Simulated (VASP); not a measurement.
# Si8NO16 (a cell with a defect) in VASP: a series of runs

The runs below take Si8NO16 (a cell with a defect) through single point, with PBE.

All numbers are computed with VASP 6.6.1; they aren't measurements. Logs are shortened: lines on timing, memory, paths and dates and some standing lists are left out, and cuts for length are marked.

### Step 1. The cell of the first run

The cell holds a defect, 25 atoms: a = 5.910 Å, b = 5.910 Å, c = 5.330 Å, α = 90.00°, β = 90.00°, γ = 90.00°.

### Step 2. Single point, PBE, collinear spin

Contents of INCAR:

```
PREC = Accurate
ENCUT = 520
EDIFF = 1E-6
ISMEAR = 0
SIGMA = 0.02
LREAL = Auto
LASPH = T
NELM = 150
ALGO = Normal
ISIF = 2
LWAVE = F
LCHARG = T
ISPIN = 2
MAGMOM = 0 0 0 0 0 0 0 0 0 0 0 0 0 0 0.15 0 0 0 0 0 0 0 0 0 0.28
LORBIT = 11
GGA = PE
LELF = T
LVHAR = T
NBANDS = 88
```

Contents of KPOINTS:

```
Automatic mesh
0
Gamma
  2 2 3
```

Contents of POSCAR:

```
Si8NO16
1.0
   -4.1790000000     -4.1790000000      0.0000000000
    4.1790000000     -4.1790000000      0.0000000000
    0.0000000000      0.0000000000      5.3298000000
Si O N
8 16 1
Direct
    0.4990628141      0.5135382867     -0.0026038501
    0.0140344580      0.4947511366      0.2293913468
    0.4676635559      0.5213570232      0.4986804383
   -0.0043809524      0.5094259392      0.7481978686
    0.0079874372      0.0033449390     -0.0032839881
    0.5024422111      0.0144008136      0.2467858081
    0.0065330223      0.0041970567      0.4977764644
    0.4982994736      0.0146679828      0.7511499493
    0.1943663556      0.4965175879     -0.0093125446
    0.0152412060      0.1881244317      0.2394875980
    0.8053911223      0.5057203877     -0.0022306653
    0.0015908112      0.8020827949      0.2488826973
    0.1868036612      0.5087794927      0.4957429922
    0.0038961474      0.2005984685      0.7481327630
    0.8269217516      0.4193091649      0.4475381815
    0.0239290500      0.8163851400      0.7535930054
    0.6988249581      0.0092757837     -0.0029976735
    0.4850599426      0.7093485284      0.2409940335
    0.3094181622      0.0253846614      0.0018912530
    0.4930425939      0.3216958603      0.2478627716
    0.6968682699      0.0091716918      0.4991887125
    0.4558819095      0.7187960038      0.7711664603
    0.3094612347      0.0143212491      0.4962687155
    0.4986458483      0.3212639387      0.7449279523
    0.7411338837      0.6065239292      0.5676015986
```

Potentials or basis: VASP PAW PBE potentials, release 64 (Si, O, N).

Launch:

```bash
$ cat potpaw_PBE.64/Si/POTCAR potpaw_PBE.64/O/POTCAR potpaw_PBE.64/N/POTCAR > POTCAR
$ mpirun -np 1 vasp_std > vasp.out
```

OUTCAR:

```text
PREC = Accurate
   ENCUT = 520
   EDIFF = 1E-6
   ISMEAR = 0
   LREAL = Auto
   LASPH = T
   NELM = 150
   ISIF = 2
   ISPIN = 2
   LORBIT = 11
   GGA = PE

 ion  position               nearest neighbor table
   1  0.499  0.514  0.997-  22 1.73  18 1.74  20 1.75  24 1.76   9 1.80  11 1.81   3 2.66   3 2.68
                             2 3.12
   2  0.014  0.495  0.229-   9 1.66  15 1.67  11 1.75  13 1.75  10 1.81  12 1.82   4 2.57   4 2.77
                             3 3.05   1 3.12
   3  0.468  0.521  0.499-  13 1.66  25 1.73  18 1.77  24 1.78  20 1.79  22 1.86  15 2.22   1 2.66
                             1 2.68   2 3.05   4 3.09
   4  0.996  0.509  0.748-  11 1.74   9 1.75  13 1.76  16 1.82  14 1.83  25 1.88  15 1.96   2 2.57
                             2 2.77   3 3.09
   5  0.008  0.003  0.997-  10 1.69  16 1.71  14 1.76  19 1.79  12 1.80  17 1.83   7 2.66   7 2.67
[... 7 lines left out ...]
   9  0.194  0.497  0.991-   2 1.66   4 1.75   1 1.80
  10  0.015  0.188  0.239-   5 1.69   7 1.75   2 1.81
  11  0.805  0.506  0.998-   4 1.74   2 1.75   1 1.81
  12  0.002  0.802  0.249-   7 1.79   5 1.80   2 1.82
  13  0.187  0.509  0.496-   3 1.66   2 1.75   4 1.76
  14  0.004  0.201  0.748-   5 1.76   7 1.77   4 1.83
  15  0.827  0.419  0.448-  25 1.38   2 1.67   4 1.96   3 2.22
  16  0.024  0.816  0.754-   5 1.71   7 1.76   4 1.82
  17  0.699  0.009  0.997-   6 1.77   8 1.77   5 1.83
  18  0.485  0.709  0.241-   1 1.74   3 1.77   6 1.81
  19  0.309  0.025  0.002-   6 1.73   8 1.74   5 1.79
  20  0.493  0.322  0.248-   1 1.75   3 1.79   6 1.82
  21  0.697  0.009  0.499-   6 1.77   8 1.78   7 1.83
  22  0.456  0.719  0.771-   1 1.73   8 1.77   3 1.86
  23  0.309  0.014  0.496-   6 1.75   8 1.76   7 1.79
  24  0.499  0.321  0.745-   1 1.76   3 1.78   8 1.81
  25  0.741  0.607  0.568-  15 1.38   3 1.73   4 1.88

  LATTYP: Found a simple tetragonal cell.
 ALAT       =     5.9099984772
 C/A-ratio  =     0.9018276435

  Lattice vectors:

 A1 = (  -4.1790000000,  -4.1790000000,   0.0000000000)
 A2 = (   4.1790000000,  -4.1790000000,   0.0000000000)
 A3 = (   0.0000000000,   0.0000000000,   5.3298000000)

Analysis of symmetry for initial positions (statically):
=====================================================================
 Subroutine PRICEL returns:
 Original cell was already a primitive cell.

 Routine SETGRP: Setting up the symmetry group for a
 simple tetragonal supercell.

 Subroutine GETGRP returns: Found  1 space group operations
 (whereof  1 operations were pure point group operations)
 out of a pool of 16 trial point group operations.

The static configuration has the point symmetry C_1 .

Analysis of symmetry for dynamics (positions and initial velocities):
=====================================================================
[... 198 lines left out ...]
  free energy    TOTEN  =      -183.52335617 eV

  energy without entropy =     -183.52335617  energy(sigma->0) =     -183.52335617

 E-fermi :   9.1381     XC(G=0): -12.4921

 val. band max:        9.0406657393   @ k =   0.5000   0.5000   0.3333
 cond. band min:       9.9325250239   @ k =   0.5000   0.0000   0.0000
 fundamental gap:      0.8918592847
 Fermi energy:         9.1380636832

 spin component 1

 k-point     1 :       0.0000    0.0000    0.0000
  band No.  band energies     occupation
      1     -15.1496      1.00000
      2     -13.4017      1.00000
      3     -12.2259      1.00000
      4     -12.1567      1.00000
      5     -11.5766      1.00000
      6     -11.2702      1.00000
[... 637 lines left out ...]
     77      18.3661      0.00000
     78      18.5372      0.00000
 Fermi energy:         9.1380636832

 spin component 2

 k-point     1 :       0.0000    0.0000    0.0000
  band No.  band energies     occupation
      1     -14.9421      1.00000
      2     -13.3145      1.00000
      3     -12.2029      1.00000
      4     -12.1330      1.00000
      5     -11.5552      1.00000
      6     -11.2517      1.00000
[... 637 lines left out ...]
     77      18.3934      0.00000
     78      18.5648      0.00000
 [bands above 78 left out]

------------------------ aborting loop because EDIFF is reached ----------------------------------------

  FORCE on cell =-STRESS in cart. coord.  units (eV):
  Direction    XX          YY          ZZ          XY          YZ          ZX
  --------------------------------------------------------------------------------------
  -------------------------------------------------------------------------------------
  Total       33.3528936     28.9536613     35.0390804      9.8984959     -1.3659710      7.1773356
  in kB      287.0505943    249.1887439    301.5627063     85.1910829    -11.7561852     61.7715055
  external PRESSURE =     279.2673482 kB  Pullay stress =       0.0000000 kB

 VOLUME and BASIS-vectors are now :
 -----------------------------------------------------------------------------
  energy-cutoff  :      520.00
  volume of cell :      186.16
      direct lattice vectors                 reciprocal lattice vectors
    -4.179000000 -4.179000000  0.000000000    -0.119645848 -0.119645848  0.000000000
     4.179000000 -4.179000000  0.000000000     0.119645848 -0.119645848  0.000000000
     0.000000000  0.000000000  5.329800000     0.000000000  0.000000000  0.187624301

 POSITION                                       TOTAL-FORCE (eV/Angst)
 -----------------------------------------------------------------------------------
      0.06049     -4.23166      5.31592         0.011827      0.001357      0.092228
      2.00891     -2.12621      1.22261        -0.063264     -0.053392     -0.057621
      0.22438     -4.13312      2.65787         0.426055     -0.197032      0.385945
     -2.03180     -6.28958      3.98775         0.220911     -0.062037      0.071158
     -0.01940     -0.04736      5.31230         0.038530     -0.061141      0.010765
     -2.03953     -2.15989      1.31532         0.129742     -0.091451      0.043143
[... 17 lines left out ...]
     -0.74128     -3.42640      3.97032         0.002111      0.002923      0.035358
     -0.56253     -5.63186      3.02520        -1.029535     -0.117136     -0.363353
 -----------------------------------------------------------------------------------
    total drift:                                0.014528     -0.004425      0.007113

  FREE ENERGIE OF THE ION-ELECTRON SYSTEM (eV)
  ---------------------------------------------------
  free  energy   TOTEN  =      -183.5233561689 eV

  energy  without entropy=     -183.5233561689  energy(sigma->0) =     -183.52335617

 total charge

# of ion       s       p       d       tot
------------------------------------------
    1        0.592   0.892   0.000   1.484
    2        0.611   0.947   0.000   1.559
    3        0.621   0.941   0.000   1.562
    4        0.583   0.867   0.000   1.450
    5        0.596   0.907   0.000   1.503
    6        0.590   0.881   0.000   1.471
[... 17 lines left out ...]
   24        1.551   3.683   0.000   5.234
   25        1.334   2.491   0.000   3.825
--------------------------------------------------
tot         31.020  68.839   0.000  99.859

 magnetization (x)

# of ion       s       p       d       tot
------------------------------------------
    1        0.000  -0.000   0.000  -0.000
    2        0.007   0.010   0.000   0.017
    3       -0.002  -0.002   0.000  -0.004
    4       -0.001  -0.001   0.000  -0.002
    5        0.000   0.000   0.000   0.000
    6       -0.000  -0.000   0.000  -0.000
[... 17 lines left out ...]
   24        0.001   0.027   0.000   0.028
   25        0.016   0.488   0.000   0.504
--------------------------------------------------
tot          0.031   0.749   0.000   0.780
```

OSZICAR:

```text
N       E                     dE             d eps       ncg     rms          rms(c)
DAV:   1     0.715385684777E+03    0.71539E+03   -0.74777E+04  2816   0.148E+03
DAV:   2    -0.162193479087E+03   -0.87758E+03   -0.85723E+03  3336   0.337E+02
DAV:   3    -0.201796934606E+03   -0.39603E+02   -0.39352E+02  3512   0.725E+01
DAV:   4    -0.202187999529E+03   -0.39106E+00   -0.39016E+00  3424   0.806E+00
DAV:   5    -0.202192643389E+03   -0.46439E-02   -0.46405E-02  3368   0.814E-01    0.364E+01
DAV:   6    -0.183472156158E+03    0.18720E+02   -0.67010E+01  3272   0.288E+01    0.168E+01
DAV:   7    -0.183459593074E+03    0.12563E-01   -0.32376E+00  3392   0.645E+00    0.629E+00
DAV:   8    -0.183498993955E+03   -0.39401E-01   -0.29610E-01  3296   0.243E+00    0.234E+00
DAV:   9    -0.183517610441E+03   -0.18616E-01   -0.50619E-02  3392   0.116E+00    0.741E-01
DAV:  10    -0.183522810021E+03   -0.51996E-02   -0.11874E-02  3288   0.478E-01    0.396E-01
DAV:  11    -0.183523164371E+03   -0.35435E-03   -0.10874E-03  3232   0.170E-01    0.223E-01
DAV:  12    -0.183523286580E+03   -0.12221E-03   -0.54595E-04  3328   0.113E-01    0.851E-02
DAV:  13    -0.183523344966E+03   -0.58386E-04   -0.11606E-04  3328   0.437E-02    0.266E-02
DAV:  14    -0.183523354031E+03   -0.90648E-05   -0.10190E-05  3352   0.156E-02    0.859E-03
DAV:  15    -0.183523355736E+03   -0.17048E-05   -0.21624E-06  2384   0.687E-03    0.505E-03
DAV:  16    -0.183523356169E+03   -0.43321E-06   -0.73446E-07  1904   0.413E-03
   1 F= -.18352336E+03 E0= -.18352336E+03  d E =-.471618E-13  mag=     1.0000
```

stdout:

```text
POSCAR found type information on POSCAR SiO N
 POSCAR found :  3 types and      25 ions
 scaLAPACK will be used
 LDA part: xc-table for (Slater+PW92), standard interpolation
 POSCAR, INCAR and KPOINTS ok, starting setup
 FFT: planning ... GRIDC
 FFT: planning ... GRID_SOFT
 FFT: planning ... GRID
 WAVECAR not read
 entering main loop
```

Wall time 3.2 min (1 thread of Intel Xeon 6975P-C (Granite Rapids), shared host); peak memory 0.44 GiB.

What came out:

```
Free energy                                           : -183.5234 eV
Pressure                                              : 27.9 GPa
Largest force                                         : 1.098 eV/Å
Band gap on the k mesh                                : 0.89 eV
Net moment                                            : 1.00 μB per cell
Site moments                                          : Si -0.00, +0.02, +0.00; O +0.00, +0.03, +0.01, +0.11, +0.02, +0.04; N +0.50 μB
Valence electrons inside the program's atomic spheres : Si 1.48, 1.56, 1.45, 1.50, 1.47, 1.46; O 5.30, 5.29, 5.25, 5.21, 5.31, 5.24, 5.27, 5.23, 5.28, 5.26; N 3.83
```

Forces on the atoms (eV/Å):
```
Si   0.012  0.001  0.092
Si  -0.063 -0.053 -0.058
Si   0.426 -0.197  0.386
Si   0.221 -0.062  0.071
Si   0.039 -0.061  0.011
Si   0.130 -0.091  0.043
Si   0.037 -0.041  0.021
Si  -0.061  0.041 -0.007
O    0.026 -0.050 -0.055
O   -0.065 -0.080 -0.006
O    0.108  0.011  0.086
O   -0.019 -0.004  0.014
O    0.256  0.118  0.047
O    0.175 -0.040 -0.009
O   -0.398  0.543 -0.616
O    0.109 -0.099  0.087
O    0.020 -0.022  0.046
O    0.119 -0.046  0.133
O   -0.021  0.004 -0.025
O    0.245  0.050  0.179
O   -0.158  0.121  0.052
O   -0.148  0.068 -0.217
O    0.038  0.002  0.051
O    0.002  0.003  0.035
N   -1.030 -0.117 -0.363
```

Levels at points of the mesh, in eV from the valence-band top:
Spin up:
| k point | band 63 | band 64 | band 65 | band 66 | band 67 | band 68 | band 69 | band 70 | band 71 | band 72 |
| --- | --- | --- | --- | --- | --- | --- | --- | --- | --- | --- |
| (0.00, 0.00, 0.00) | -1.40 | -1.30 | -0.76 | -0.52 | -0.35 | 5.26 | 6.19 | 6.56 | 6.89 | 7.19 |
| (0.50, 0.00, 0.00) | -1.72 | -1.28 | -1.15 | -0.61 | -0.28 | 6.10 | 6.48 | 7.12 | 7.33 | 7.58 |
| (0.00, 0.50, 0.00) | -1.72 | -1.45 | -0.90 | -0.55 | -0.15 | 6.28 | 6.36 | 6.98 | 7.31 | 7.53 |
| (0.50, 0.50, 0.00) | -1.66 | -1.40 | -1.11 | -0.64 | -0.14 | 6.74 | 7.19 | 7.37 | 7.59 | 7.69 |
Spin down:
| k point | band 64 | band 65 | band 66 | band 67 | band 68 | band 69 |
| --- | --- | --- | --- | --- | --- | --- |
| (0.00, 0.00, 0.00) | -1.22 | -0.58 | -0.25 | 0.91 | 5.29 | 6.23 |
| (0.50, 0.00, 0.00) | -1.22 | -1.00 | -0.14 | 0.89 | 6.16 | 6.49 |
| (0.00, 0.50, 0.00) | -1.42 | -0.73 | -0.30 | 1.17 | 6.33 | 6.38 |
| (0.50, 0.50, 0.00) | -1.30 | -1.00 | -0.34 | 1.21 | 6.84 | 7.21 |

Caveat: the k points lie up to 0.53 Å⁻¹ apart.

(Continued in part 2 of 2.)
